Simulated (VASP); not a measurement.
Here is a VASP 6.6.1 calculation.

POSCAR

```
ZnO
1.0
    3.2515175740      0.0000000000      0.0000000000
   -1.6257587870      2.8158968199      0.0000000000
    0.0000000000      0.0000000000      5.1847759736
Zn O
2 2
Direct
    0.3333333333      0.6666666667     -0.0036034036
    0.6666666667      0.3333333333      0.4963965964
    0.3333333333      0.6666666667      0.3786034036
    0.6666666667      0.3333333333      0.8786034036
```

The input INCAR.step1:

```
PREC = Accurate
ENCUT = 520
ISMEAR = 0
SIGMA = 0.01
LREAL = F
LASPH = T
NELM = 80
NBANDS = 26
GGA = PE
ALGO = Normal
EDIFF = 1E-4
LWAVE = T
LCHARG = F
```

INCAR.step2

```
PREC = Accurate
ENCUT = 520
EDIFF = 1E-6
ISMEAR = 0
SIGMA = 0.01
LREAL = F
LASPH = T
NELM = 80
ALGO = Normal
ISIF = 2
LWAVE = F
LCHARG = T
METAGGA = R2SCAN
LMIXTAU = T
LELF = T
LVHAR = T
NBANDS = 26
ISTART = 1
```

The input KPOINTS:

```
Automatic mesh
0
Gamma
  12 12 6
```

Potentials or basis: VASP PAW PBE potentials, release 64 (Zn, O).

Run with:

```console
$ cat potpaw_PBE.64/Zn/POTCAR potpaw_PBE.64/O/POTCAR > POTCAR
$ cp INCAR.step1 INCAR
$ mpirun -np 1 vasp_std > vasp.out
$ cp INCAR.step2 INCAR
$ mpirun -np 1 vasp_std > vasp.out
```

Question: What does it give for the band gap on the k mesh?

Answer: 1.24 eV, direct.

Question: What does it give for the pressure?

Answer: 0.3 GPa.

Stress tensor (GPa, compression positive):
```
-0.16  0.00  0.00
 0.00 -0.16  0.00
 0.00  0.00  1.08
```

Caveat: the cell differs from its parent crystal (epitaxial xy strain +0.5%); the PAW data sets were made with another functional, which shifts forces and pressure a little.
